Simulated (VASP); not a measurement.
## Mg8HO8 (a cell with a defect): single point with PBE

Mg8HO8 (a cell with a defect):

```
Mg O H
1.0
     0.00000    4.19480    4.19480
     4.19480    0.00000    4.19480
     4.19480    4.19480    0.00000
Mg O H
8 8 1
Cartesian
  -0.0524 -0.0431 0.0261
  2.1142 2.0430 0.0124
  2.0919 -0.0491 2.0790
  4.1569 2.0419 2.0567
  0.1273 2.0944 2.2364
  2.0964 4.1433 2.0715
  1.9281 2.1037 4.0363
  4.1536 4.1426 4.2127
  2.0998 2.0547 2.0664
  4.2005 4.1001 2.1353
  3.9669 2.0064 4.3910
  6.2293 4.1000 4.1637
  2.0452 4.1862 4.1698
  4.1574 6.2545 4.2052
  4.1939 4.1827 6.3186
  6.3950 6.2090 6.1597
  7.2796 6.0517 5.2715
```

```yaml
Program: VASP 6.6.1
Task: single point
Functional: PBE
Potentials_or_basis: VASP PAW PBE potentials, release 64 (Mg, O, H)
Cutoff: 520 eV
k_mesh: 2 × 2 × 2
Occupations: gaussian, width 0.02 eV
Spin: no spin polarisation
```

```yaml
Largest_force: 0.286 eV/Å
```

Forces on the atoms (eV/Å):
```
Mg  -0.009 -0.026  0.002
Mg  -0.040 -0.019  0.059
Mg  -0.015 -0.002  0.002
Mg  -0.066 -0.014  0.027
Mg   0.030 -0.068  0.050
Mg   0.000 -0.015 -0.004
Mg  -0.035 -0.102 -0.012
Mg  -0.036 -0.036  0.019
O   -0.016 -0.017  0.022
O   -0.006 -0.007 -0.016
O    0.159  0.086 -0.137
O    0.004 -0.009 -0.007
O   -0.028 -0.024 -0.005
O   -0.031 -0.048  0.028
O    0.000 -0.013  0.024
O    0.097  0.030 -0.088
H   -0.008  0.284  0.037
```

Levels at points of the mesh, in eV from the Fermi level:
| k point | band 28 | band 29 | band 30 | band 31 | band 32 | band 33 | band 34 | band 35 | band 36 | band 37 |
| --- | --- | --- | --- | --- | --- | --- | --- | --- | --- | --- |
| (0.00, 0.00, 0.00) | -0.52 | -0.50 | -0.23 | -0.21 | -0.16 | 4.30 | 6.69 | 7.86 | 7.87 | 8.06 |
| (0.50, 0.00, 0.00) | -0.97 | -0.64 | -0.54 | -0.44 | -0.37 | 6.75 | 6.99 | 8.85 | 9.12 | 9.61 |
| (0.00, 0.50, 0.00) | -1.10 | -0.67 | -0.47 | -0.46 | -0.40 | 5.77 | 7.09 | 8.54 | 9.41 | 9.42 |
| (0.00, 0.00, 0.50) | -0.98 | -0.63 | -0.56 | -0.44 | -0.37 | 6.78 | 6.97 | 8.84 | 9.08 | 9.62 |
| (0.50, 0.50, 0.50) | -1.10 | -0.67 | -0.47 | -0.45 | -0.40 | 5.77 | 7.09 | 8.54 | 9.41 | 9.43 |
| (0.50, 0.50, 0.00) | -0.90 | -0.86 | -0.85 | -0.77 | -0.72 | 7.46 | 7.89 | 8.85 | 9.02 | 9.27 |
| (0.00, 0.50, 0.50) | -0.90 | -0.87 | -0.85 | -0.77 | -0.72 | 7.46 | 7.89 | 8.85 | 9.02 | 9.27 |
| (0.50, 0.00, 0.50) | -1.20 | -0.60 | -0.60 | -0.49 | -0.49 | 6.32 | 8.07 | 8.62 | 9.36 | 9.44 |

Wall time 92 s on 1 thread of Intel(R) Xeon(R) Platinum 8559C (Emerald Rapids), with other jobs on the host, peak memory 0.33 GiB.

Caveat: the k points lie up to 0.65 Å⁻¹ apart; the cell carries a net charge on a neutralising background, which shifts energy and pressure; the cell is charged against a uniform background, so pressure and absolute levels hang on convention.
